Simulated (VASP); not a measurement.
Input of a VASP 6.6.1 run:

Contents of INCAR:

```
ALGO = Normal
EDIFF = 1E-6
ENCUT = 520
GGA = PS
ISIF = 2
ISMEAR = -1
LASPH = T
LCHARG = F
LREAL = F
LWAVE = F
NBANDS = 17
NELM = 60
PREC = Accurate
SIGMA = 0.08
```

The input KPOINTS:

```
k-points
0
Gamma
  11 11 11
```

The input POSCAR:

```
SnTe
1.0
    0.0631300000      3.1880650000      3.1880650000
    3.1880650000      0.0631300000      3.1880650000
    3.1880650000      3.1880650000      0.0631300000
Sn Te
1 1
Direct
    0.0000000000      0.0000000000      0.0000000000
    0.5000000000      0.5000000000      0.5000000000
```

Potentials or basis: VASP PAW PBE potentials, release 64 (Sn_d, Te).

Command:

```sh
$ cat potpaw_PBE.64/Sn_d/POTCAR potpaw_PBE.64/Te/POTCAR > POTCAR
$ mpirun -np 1 vasp_std > vasp.out
```

Task: Estimate the pressure.

Result: -0.6 GPa.

Task: What does it give for the band gap on the k mesh?

Result: 0.19 eV (least direct gap 0.40 eV).

Stress tensor (GPa, compression positive):
```
-0.56 -0.32 -0.32
-0.32 -0.56 -0.32
-0.32 -0.32 -0.56
```

Caveat: the cell differs from its parent crystal (equal xy, yz and zx shear strains of +2 %); the PAW data sets were made with another functional, which shifts forces and pressure a little; spin-orbit coupling is left out, which moves the levels of the heavy elements; an odd mesh through Γ misses points on the zone boundary, where band edges can lie.
